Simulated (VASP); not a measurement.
Write the native input for VASP 6.6.1 that does the following.

- Task: single point
- Functional: r2SCANh
- Potentials or basis: VASP PAW PBE potentials, release 64 (Ta_pv)
- Cutoff: 440 eV
- k mesh: 8 × 8 × 8
- Occupations: gaussian, width 0.02 eV
- Spin: no spin polarisation
- Dipole correction: no
- Grid for exact exchange (PRECFOCK): Normal
- Further INCAR settings: ALGO = Normal; EDIFF = 1e-06; NBANDS = 12
- Share of exact exchange: 0.1

Crystal: Ta.

```
Ta
1.0
    -1.69419    1.69419    1.69419
     1.69419   -1.69419    1.69419
     1.69419    1.69419   -1.69419
Ta
1
Direct
  0.00000 0.00000 0.00000
```

These files were run (other wordings do the same):

POSCAR

```
Ta
1.0
   -1.6941894500      1.6941894500      1.6941894500
    1.6941894500     -1.6941894500      1.6941894500
    1.6941894500      1.6941894500     -1.6941894500
Ta
1
Direct
    0.0000000000      0.0000000000      0.0000000000
```

INCAR.step1

```
SYSTEM = Ta
PREC = Accurate
ENCUT = 440
EDIFF = 1E-5
ISMEAR = 0
SIGMA = 0.02
LREAL = .FALSE.
LASPH = .TRUE.
NELM = 120
ALGO = Normal
ISIF = 2
LWAVE = .TRUE.
LCHARG = .FALSE.
GGA = PE
NBANDS = 12
GGA_COMPAT = .FALSE.
```

INCAR.step2

```
SYSTEM = Ta
PREC = Accurate
ENCUT = 440
EDIFF = 1E-6
ISMEAR = 0
SIGMA = 0.02
LREAL = .FALSE.
LASPH = .TRUE.
NELM = 120
ALGO = Normal
ISIF = 2
LWAVE = .FALSE.
LCHARG = .FALSE.
METAGGA = R2SCAN
LHFCALC = .TRUE.
AEXX = 0.1
LMIXTAU = .TRUE.
PRECFOCK = Normal
ISTART = 1
NBANDS = 12
GGA_COMPAT = .FALSE.
```

KPOINTS

```
regular mesh
0
G
  8 8 8
  0 0 0
```

Potentials or basis: VASP PAW PBE potentials, release 64 (Ta_pv).

Run with:

```console
$ cat potpaw_PBE.64/Ta_pv/POTCAR > POTCAR
$ cp INCAR.step1 INCAR
$ mpirun -np 1 vasp_std > vasp.out
$ cp INCAR.step2 INCAR
$ mpirun -np 1 vasp_std > vasp.out
```

It gave:

```yaml
Pressure: -15.4 GPa
Band_gap_on_the_k_mesh: zero (an odd number of electrons rules out a gap without spin polarisation)
```

Caveat: the cell stands under tension; the PAW data sets were made with another functional, which shifts forces and pressure a little; spin-orbit coupling is left out, which moves the levels of the heavy elements.

Wall time 31 min on 1 thread of Intel(R) Xeon(R) Platinum 8259CL CPU @ 2.50GHz (Skylake/Cascade Lake), on a shared host, peak memory 0.15 GiB.
